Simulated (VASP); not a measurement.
Input of a VASP 6.6.1 run:

Contents of INCAR:

```
  PREC = Accurate
  ENCUT = 520
  EDIFF = 1E-7
  ISMEAR = 0
  SIGMA = 0.1
  LREAL = False
  LASPH = True
  NELM = 60
  ALGO = Fast
  ISIF = 2
  LWAVE = False
  LCHARG = False
  GGA = PS
  NBANDS = 18
```

The input KPOINTS:

```
regular mesh
0
Gamma
  16 16 16
```

Contents of POSCAR:

```
Ta
1.0
    3.2148724451      0.0000000000      0.0000000000
    0.0000000000      3.2968844973      0.0000000000
    0.0000000000      0.0000000000      3.2968844973
Ta
2
Direct
    0.0000000000      0.0000000000      0.0000000000
    0.5000000000      0.5000000000      0.5000000000
```

Potentials or basis: VASP PAW PBE potentials, release 64 (Ta_pv).

Command:

```sh
$ cat potpaw_PBE.64/Ta_pv/POTCAR > POTCAR
$ mpirun -np 1 vasp_std > vasp.out
```

(1) Predict the band gap on the k mesh.

(2) What does it give for the pressure?

## Answers

(1) zero (bands 11 and 12 overlap by 2.97 eV).

(2) 2.6 GPa.

Caveat: the cell differs from its parent crystal (uniaxial strain along a: -2.0 %); the PAW data sets were made with another functional, which shifts forces and pressure a little; spin-orbit coupling is left out, which moves the levels of the heavy elements.
